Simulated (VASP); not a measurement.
# LiBe in VASP: notebook

LiBe is run at these levels: PBEsol; tasks: single point.

Everything below comes from runs of VASP 6.6.1. Logs are shortened: lines on timing, memory, paths and dates and some standing lists are left out, and cuts for length are marked.

## (1) The cell of the first run

Symmetry: P2_1/m, No. 11, monoclinic system. Conventional cell: a = 2.234 Å, b = 3.652 Å, c = 5.460 Å, α = 90.00°, β = 92.89°, γ = 90.00°. Within 3.0 Å of Li (site symmetry m) lie 4 Li at 2.23 to 2.99 Å and 5 Be at 2.29 to 2.36 Å. Within 3.0 Å of Be (site symmetry m) lie 6 Be at 2.23 to 2.53 Å and 5 Li at 2.29 to 2.36 Å.

## (2) Single point, PBEsol (strained)

Input file INCAR:

```
PREC = Accurate
ENCUT = 520
EDIFF = 1E-6
ISMEAR = 0
SIGMA = 0.1
LREAL = False
LASPH = True
NELM = 60
ALGO = Fast
ISIF = 2
LWAVE = False
LCHARG = False
GGA = PS
NBANDS = 13
```

Input file KPOINTS:

```
regular mesh
0
Gamma
  18 12 8
```

Input file POSCAR:

```
LiBe
1.0
    2.2335582901      0.0000000000      0.0238093764
    0.0000000000      3.6524412273      0.0000000000
   -0.3336438782      0.0000000000      5.4494830312
Li Be
2 2
Direct
    0.7241841165      0.2500000000      0.2006281990
    0.2758158835      0.7500000000      0.7993718010
    0.7573013896      0.2500000000      0.6201590314
    0.2426986104      0.7500000000      0.3798409686
```

Potentials or basis: VASP PAW PBE potentials, release 64 (Li_sv, Be).

Command:

```
> cat potpaw_PBE.64/Li_sv/POTCAR potpaw_PBE.64/Be/POTCAR > POTCAR
> mpirun -np 1 vasp_std > vasp.out
```

OUTCAR:

```text
PREC = Accurate
   ENCUT = 520
   EDIFF = 1E-6
   ISMEAR = 0
   LREAL = False
   LASPH = True
   NELM = 60
   ISIF = 2
   GGA = PS

 ion  position               nearest neighbor table
   1  0.724  0.250  0.201-   3 2.29   4 2.35   4 2.35   4 2.36   4 2.36
   2  0.276  0.750  0.799-   4 2.29   3 2.35   3 2.35   3 2.36   3 2.36
   3  0.757  0.250  0.620-   1 2.29   2 2.35   2 2.35   2 2.36   2 2.36
   4  0.243  0.750  0.380-   2 2.29   1 2.35   1 2.35   1 2.36   1 2.36

  LATTYP: Found a simple monoclinic cell.
 ALAT       =     2.2336851886
 B/A-ratio  =     1.6351638297
 C/A-ratio  =     2.4442509431
 COS(beta)  =    -0.0504676539

  Lattice vectors:

 A1 = (   2.2335582901,   0.0000000000,   0.0238093764)
 A2 = (   0.0000000000,   3.6524412273,   0.0000000000)
 A3 = (  -0.3336438782,   0.0000000000,   5.4494830312)

Analysis of symmetry for initial positions (statically):
=====================================================================
 Subroutine PRICEL returns:
 Original cell was already a primitive cell.

 Routine SETGRP: Setting up the symmetry group for a
 simple monoclinic supercell.

 Subroutine GETGRP returns: Found  4 space group operations
 (whereof  2 operations were pure point group operations)
 out of a pool of  4 trial point group operations.

The static configuration has the point symmetry S_2 .
 The point group associated with its full space group is C_2h.

Analysis of symmetry for dynamics (positions and initial velocities):
=====================================================================
 Subroutine PRICEL returns:
 Original cell was already a primitive cell.

 Routine SETGRP: Setting up the symmetry group for a
 simple monoclinic supercell.

 Subroutine GETGRP returns: Found  4 space group operations
 (whereof  2 operations were pure point group operations)
 out of a pool of  4 trial point group operations.

The dynamic configuration has the point symmetry S_2 .
 The point group associated with its full space group is C_2h.

 Subroutine INISYM returns: Found  4 space group operations
 (whereof  2 operations are pure point group operations),
 and found     1 'primitive' translations

----------------------------------------------------------------------------------------

                                     Primitive cell

  volume of cell :      44.4856

  direct lattice vectors                    reciprocal lattice vectors
     2.233558290  0.000000000  0.023809376     0.447424087  0.000000000  0.027393481
     0.000000000  3.652441227  0.000000000     0.000000000  0.273789484  0.000000000
    -0.333643878  0.000000000  5.449483031    -0.001954844  0.000000000  0.183383960

  length of vectors
     2.233685189  3.652441227  5.459687129     0.448261884  0.273789484  0.183394379

  position of ions in fractional coordinates (direct lattice)
     0.724184116  0.250000000  0.200628199
     0.275815884  0.750000000  0.799371801
     0.757301390  0.250000000  0.620159031
     0.242698610  0.750000000  0.379840969

  ion indices of the primitive-cell ions
   primitive index   ion index
                 1           1
                 2           2
                 3           3
                 4           4

----------------------------------------------------------------------------------------

 KPOINTS: regular mesh

Automatic generation of k-mesh.
 Grid dimensions read from file:
 generate k-points for:   18   12    8

 Generating k-lattice:

  Cartesian coordinates                     Fractional coordinates (reciprocal lattice)
     0.024856894  0.000000000  0.001521860     0.055555556  0.000000000  0.000000000
     0.000000000  0.022815790  0.000000000     0.000000000  0.083333333  0.000000000
    -0.000244355  0.000000000  0.022922995     0.000000000  0.000000000  0.125000000

  Length of vectors
     0.024903438  0.022815790  0.022924297

  Shift w.r.t. Gamma in fractional coordinates (k-lattice)
     0.000000000  0.000000000  0.000000000

 Subroutine IBZKPT returns following result:
 ===========================================

 Found    518 irreducible k-points:

 Following reciprocal coordinates:
            Coordinates               Weight
  0.000000  0.000000  0.000000      1.000000
  0.055556  0.000000 -0.000000      2.000000
  0.111111  0.000000 -0.000000      2.000000
  0.166667  0.000000 -0.000000      2.000000
  0.222222  0.000000 -0.000000      2.000000
  0.277778  0.000000  0.000000      2.000000
[... 16 lines left out ...]
  0.111111  0.166667 -0.000000      4.000000
  0.166667  0.166667 -0.000000      4.000000
 [... further k-points ...]
   k-points           NKPTS =    518   k-points in BZ     NKDIM =    518   number of bands    NBANDS=     13
   number of dos      NEDOS =    301   number of ions     NIONS =      4
   total plane-waves  NPLWV =  21168
   dimension x,y,z NGX =    18 NGY =   28 NGZ =   42
   dimension x,y,z NGXF=    36 NGYF=   56 NGZF=   84
   ions per type =               2   2
   NGX,Y,Z   is equivalent  to a cutoff of  13.40, 12.74, 12.79 a.u.
   NGXF,Y,Z  is equivalent  to a cutoff of  26.79, 25.49, 25.58 a.u.
 SYSTEM =  unknown system
   PREC   = accura    normal or accurate (medium, high low for compatibility)
   ISTART =      0    job   : 0-new  1-cont  2-samecut
   ICHARG =      2    charge: 1-file 2-atom 10-const
   ISPIN  =      1    spin polarized calculation?
   LNONCOLLINEAR =      F non collinear calculations
   LSORBIT =      F    spin-orbit coupling
   LASPH  =      T    aspherical Exc in radial PAW
   ENCUT  =  520.0 eV  38.22 Ry    6.18 a.u.   4.15  6.79 10.15*2*pi/ulx,y,z
   NELM   =     60;   NELMIN=  2; NELMDL= -5     # of ELM steps
   EDIFF  = 0.1E-05   stopping-criterion for ELM
   LREAL  =      F    real-space projection
   EDIFFG = 0.1E-04   stopping-criterion for IOM
   NSW    =      0    number of steps for IOM
   IBRION =     -1    ionic relax: 0-MD 1-quasi-New 2-CG
   NFREE  =      0    steps in history (QN), initial steepest desc. (CG)
   ISIF   =      2    stress and relaxation
   ISYM   =      2    0-nonsym 1-usesym 2-fastsym
   POTIM  = 0.5000    time-step for ionic-motion
   TEBEG  =    0.0;   TEEND  =   0.0 temperature during run
   PSTRESS=    0.0 pullay stress
   NELECT =      10.0000    total number of electrons
   NUPDOWN=      -1.0000    fix difference up-down
   EMIN   =  10.00;   EMAX   =-10.00  energy-range for DOS
   EFERMI =   0.00;   METHOD = LEGACY
   ISMEAR =     0;   SIGMA  =   0.10  broadening in eV -4-tet -1-fermi 0-gaus
   EFERMI_NEDOS =   21; number of points for ismear=-14 and -15
   IALGO  =     68    algorithm
   IMIX   =      4    mixing-type and parameters
     AMIX     =   0.40;   BMIX     =  1.00
     AMIX_MAG =   1.60;   BMIX_MAG =  1.00
  volume/ion in A,a.u.               =      11.12        75.05
  Fermi-wavevector in a.u.,A,eV,Ry     =   0.995409  1.881051 13.481197  0.990840
  Thomas-Fermi vector in A             =   2.127428
   LORBIT       =      0    0 simple, 1 ext, 2 COOP (PROOUT), +10 PAW based schemes
   GGA     = PS    functional components
   LHFCALC =     F    Hartree Fock is set to
   AEXX    =    0.0000 exact exchange contribution
   IVDW    =     0    specifies the selected vdW correction
   LEPSILON=     F    determine dielectric tensor
   LRPA    =     F    only Hartree local field effects (RPA)
 non-spin polarized calculation
 RMM-DIIS sequential band-by-band and
 Gauss-broadening in eV      SIGMA  =   0.10
  energy-cutoff  :      520.00
  volume of cell :       44.49
 maximum number of plane-waves:      1224
 NGX is ok and might be reduce to    18
   NGX =  9   NGY = 13   NGZ = 21

 number of electron      10.0000000 magnetization

 number of electron       9.9999992 magnetization

 Free energy of the ion-electron system (eV)
  ---------------------------------------------------
  ext. energy  EPLUGINS =         0.00000000
  ---------------------------------------------------
  free energy    TOTEN  =       -10.61951015 eV

  energy without entropy =      -10.61539385  energy(sigma->0) =      -10.61745200

 E-fermi :   3.1384     XC(G=0):  -8.9967

 val. band max:        3.1337965287   @ k =   0.4444   0.0000   0.2500
 cond. band min:       3.1408239753   @ k =  -0.2222   0.3333   0.3750
 fundamental gap:      0.0070274466
 Fermi energy:         3.1383893724

 k-point     1 :       0.0000    0.0000    0.0000
  band No.  band energies     occupation
      1     -42.1110      2.00000
      2     -42.0961      2.00000
      3      -4.2034      2.00000
      4       0.5291      2.00000
      5       0.6262      2.00000
      6       2.3521      2.00000
      7       7.0986      0.00000
      8       7.4076      0.00000
      9      10.0225      0.00000
     10      10.2498      0.00000
     11      12.6245      0.00000
     12      14.7841      0.00000
     13      15.7157      0.00000

 k-point     2 :       0.0556    0.0000   -0.0000
  band No.  band energies     occupation
      1     -42.1066      2.00000
      2     -42.0918      2.00000
      3      -4.1369      2.00000
      4       0.5896      2.00000
      5       0.7095      2.00000
      6       2.4423      2.00000
      7       7.1857      0.00000
      8       7.4332      0.00000
      9      10.0910      0.00000
     10      10.3413      0.00000
     11      12.6233      0.00000
     12      14.4780      0.00000
     13      15.4536      0.00000

 k-point     3 :       0.1111    0.0000   -0.0000
  band No.  band energies     occupation
      1     -42.0937      2.00000
      2     -42.0795      2.00000
      3      -3.9377      2.00000
      4       0.7717      2.00000
      5       0.9561      2.00000
      6       2.7125      2.00000
      7       7.4464      0.00000
      8       7.4859      0.00000
      9      10.2899      0.00000
     10      10.6151      0.00000
     11      12.5423      0.00000
     12      13.6140      0.00000
     13      14.7314      0.00000

 k-point     4 :       0.1667    0.0000   -0.0000
  band No.  band energies     occupation
      1     -42.0738      2.00000
      2     -42.0607      2.00000
      3      -3.6061      2.00000
      4       1.0728      2.00000
      5       1.3600      2.00000
      6       3.1621      0.73750
      7       7.4684      0.00000
      8       7.8785      0.00000
      9      10.5900      0.00000
     10      11.0695      0.00000
     11      11.8693      0.00000
     12      13.0825      0.00000
     13      13.7408      0.00000

 k-point     5 :       0.2222    0.0000   -0.0000
  band No.  band energies     occupation
      1     -42.0492      2.00000
      2     -42.0376      2.00000
      3      -3.1427      2.00000
      4       1.4843      2.00000
      5       1.9126      2.00000
      6       3.7900      0.00000
      7       7.1436      0.00000
      8       8.4765      0.00000
      9      10.8559      0.00000
     10      10.9976      0.00000
     11      11.7002      0.00000
     12      12.7247      0.00000
     13      13.0919      0.00000
[... 257 lines left out ...]
 k-point    22 :       0.0556    0.1667   -0.0000
  band No.  band energies     occupation
      1     -42.1054      2.00000
      2     -42.0925      2.00000
      3      -3.9171      2.00000
      4       0.5762      2.00000
      5       0.7451      2.00000
      6       1.4954      2.00000
      7       6.4585      0.00000
      8       8.1222      0.00000
      9       9.6233      0.00000
     10      10.9767      0.00000
     11      14.5185      0.00000
     12      14.9870      0.00000
     13      16.1129      0.00000

 k-point    23 :       0.1111    0.1667   -0.0000
  band No.  band energies     occupation
      1     -42.0924      2.00000
      2     -42.0802      2.00000
      3      -3.7177      2.00000
      4       0.7582      2.00000
      5       1.0132      2.00000
      6       1.7272      2.00000
      7       6.6530      0.00000
      8       8.2970      0.00000
      9       9.6962      0.00000
     10      11.2041      0.00000
     11      13.6962      0.00000
     12      15.0517      0.00000
     13      15.4130      0.00000

 k-point    24 :       0.1667    0.1667   -0.0000
  band No.  band energies     occupation
      1     -42.0726      2.00000
      2     -42.0614      2.00000
      3      -3.3860      2.00000
      4       1.0677      2.00000
      5       1.4425      2.00000
      6       2.1070      2.00000
      7       6.9610      0.00000
      8       8.5555      0.00000
      9       9.6684      0.00000
     10      11.5640      0.00000
     11      12.5560      0.00000
     12      14.4159      0.00000
     13      15.2272      0.00000

 [... further k-points ...]
[... 5 lines left out ...]
  --------------------------------------------------------------------------------------
  -------------------------------------------------------------------------------------
  Total        1.2003537      2.1579929     -0.4931568      0.0000000      0.0000000      0.0033458
  in kB       43.2315318     77.7215441    -17.7613675      0.0000000      0.0000000      0.1205019
  external PRESSURE =      34.3972361 kB  Pullay stress =       0.0000000 kB

 VOLUME and BASIS-vectors are now :
 -----------------------------------------------------------------------------
  energy-cutoff  :      520.00
  volume of cell :       44.49
      direct lattice vectors                 reciprocal lattice vectors
     2.233558290  0.000000000  0.023809376     0.447424087  0.000000000  0.027393481
     0.000000000  3.652441227  0.000000000     0.000000000  0.273789484  0.000000000
    -0.333643878  0.000000000  5.449483031    -0.001954844  0.000000000  0.183383960

 POSITION                                       TOTAL-FORCE (eV/Angst)
 -----------------------------------------------------------------------------------
      1.55057      0.91311      1.11056         0.020861      0.000000     -1.179064
      0.34935      2.73933      4.36273        -0.020861      0.000000      1.179064
      1.48456      0.91311      3.39758         0.054602      0.000000     -1.305376
      0.41535      2.73933      2.07572        -0.054602      0.000000      1.305376
 -----------------------------------------------------------------------------------
    total drift:                               -0.000000      0.000000      0.000000

  FREE ENERGIE OF THE ION-ELECTRON SYSTEM (eV)
  ---------------------------------------------------
  free  energy   TOTEN  =       -10.6195101509 eV

  energy  without entropy=      -10.6153938465  energy(sigma->0) =      -10.61745200
```

Run time: 5.6 min. Hardware: 1 thread of Intel Xeon Platinum 8259CL at 2.50GHz (Skylake/Cascade Lake), shared host; peak memory 0.35 GiB.

Results:

- Free energy: -10.6195 eV
- Largest force: 1.307 eV/Å
- Band gap on the k mesh: zero (band 5 reaches 6.14 eV, above the bottom of band 6 at 0.61 eV)

Forces in eV/Å, atoms in the order of the input:
```
Li   0.021  0.000 -1.179
Li  -0.021  0.000  1.179
Be   0.055  0.000 -1.305
Be  -0.055  0.000  1.305
```

Levels at points of the mesh, in eV from the Fermi level:
```
           k point  band 1  band 2  band 3  band 4  band 5  band 6  band 7  band 8  band 9  band 10
(0.00, 0.00, 0.00)  -45.25  -45.23   -7.34   -2.61   -2.51   -0.79    3.96    4.27    6.88     7.11
(0.50, 0.00, 0.00)  -45.10  -45.09   -2.09   -2.02    1.06    1.80    5.46    6.20    6.33     6.41
(0.00, 0.50, 0.00)  -45.24  -45.24   -5.37   -5.37   -2.03   -2.03    2.37    2.37   10.42    10.42
(0.50, 0.50, 0.00)  -45.09  -45.09   -1.54   -1.54    3.01    3.01    3.32    3.32    4.70     4.70
(0.00, 0.00, 0.50)  -45.25  -45.24   -7.21   -4.35   -0.51    1.48    2.02    2.58    4.86     9.48
(0.50, 0.00, 0.50)  -45.10  -45.09   -1.90   -1.89    0.62    0.99    6.35    6.55    7.28     7.77
(0.00, 0.50, 0.50)  -45.24  -45.24   -5.27   -5.27   -2.53   -2.53    4.46    4.46    6.66     6.66
(0.50, 0.50, 0.50)  -45.09  -45.09   -1.30   -1.30    1.86    1.86    3.22    3.22    4.85     4.85
```

Caveat: the cell differs from its parent crystal (strained); the cutoff is under 1.25 times the usual one of these potentials, so pressure, stress and relaxed cells hold a basis-set (Pulay) error; the PAW data sets were made with another functional, which shifts forces and pressure a little.

(Part 1 of 2 ends here.)
